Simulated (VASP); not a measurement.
Runs of VASP 6.6.1 on BN. The structure is that of space group P6_3/mmc (No. 194), or close to it. The cells are those of the table. 

| cell | gap on the mesh (eV) | pressure (GPa) |
| --- | --- | --- |
| a = 2.504, b = 2.504, c = 7.230 Å, angles 90.0, 90.0, 120.0°, 4 atoms | 4.31 | 0.2 |
| a = 2.504, b = 2.504, c = 6.809 Å, angles 90.0, 90.0, 120.0°, 4 atoms | 4.21 | 0.5 |
| a = 2.504, b = 2.504, c = 7.265 Å, angles 90.0, 90.0, 120.0°, 4 atoms | 4.32 | 0.2 |
| a = 2.504, b = 2.504, c = 7.159 Å, angles 90.0, 90.0, 120.0°, 4 atoms | (c) | 0.2 |
| a = 2.504, b = 2.504, c = 6.949 Å, angles 90.0, 90.0, 120.0°, 4 atoms | (a) | 0.3 |
| a = 2.504, b = 2.504, c = 6.879 Å, angles 90.0, 90.0, 120.0°, 4 atoms | (b) | 0.4 |
| a = 2.504, b = 2.504, c = 7.300 Å, angles 90.0, 90.0, 120.0°, 4 atoms | 4.32 | 0.2 |

Alike in all rows: task single point; level PBEsol; potentials or basis VASP PAW PBE potentials, release 64 (B, N); no spin polarisation; k mesh 12 × 12 × 4; cutoff (eV) 520; smearing gaussian 0.05 eV.

Estimate the missing entries.

(a) 4.24; (b) 4.22; (c) 4.29.

Caveats: the PAW data sets were made with another functional, which shifts forces and pressure a little; this functional lacks dispersion, which binds the layers, so the pressure and a relaxed spacing across them are unreliable.

A k mesh can miss the band edges.
